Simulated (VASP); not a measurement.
Write the native input for VASP 6.6.1 that does the following.

- Task: single point
- Functional: LDA
- Potentials or basis: VASP PAW LDA potentials, release 64 (La, S)
- Cutoff: 520 eV
- k mesh: 12 × 12 × 12
- Occupations: gaussian, width 0.05 eV
- Spin: no spin polarisation
- Dipole correction: no
- Further INCAR settings: ALGO = Normal; EDIFF = 1e-07; NBANDS = 16

The structure of LaS lies in POSCAR:

```
LaS
1.0
    0.0000000000      2.8837286839      2.8837286839
    2.8837286839      0.0000000000      2.8837286839
    2.8837286839      2.8837286839      0.0000000000
La S
1 1
Direct
    0.0000000000      0.0000000000      0.0000000000
    0.5000000000      0.5000000000      0.5000000000
```

One way to write it, as run:

INCAR

```
PREC     = Accurate       # precision mode
ENCUT    = 520            # plane-wave cutoff, eV
EDIFF    = 1E-7           # SCF threshold, eV
ISMEAR   = 0              # smearing method
SIGMA    = 0.05           # smearing width, eV
LREAL    = F              # projectors in reciprocal space
LASPH    = T              # aspherical terms in the spheres
NELM     = 100            # most SCF steps
ALGO     = Normal         # electronic algorithm
ISIF     = 2              # what is computed and relaxed
LWAVE    = F              # write WAVECAR
LCHARG   = F              # write CHGCAR
GGA      = CA             # functional
NBANDS   = 16             # bands
```

KPOINTS

```
Automatic mesh
0
Gamma
  12 12 12
```

Potentials or basis: VASP PAW LDA potentials, release 64 (La, S).

Command:

```bash
$ cat potpaw_LDA.64/La/POTCAR potpaw_LDA.64/S/POTCAR > POTCAR
$ mpirun -np 1 vasp_std > vasp.out
```

Results of the run:

| Item | Value |
| --- | --- |
| Pressure | 0.0 GPa |

Wall time 73 s on 1 thread of Intel(R) Xeon(R) Platinum 8259CL CPU @ 2.50GHz (Skylake/Cascade Lake), with other jobs on the host, peak memory 0.2 GiB.
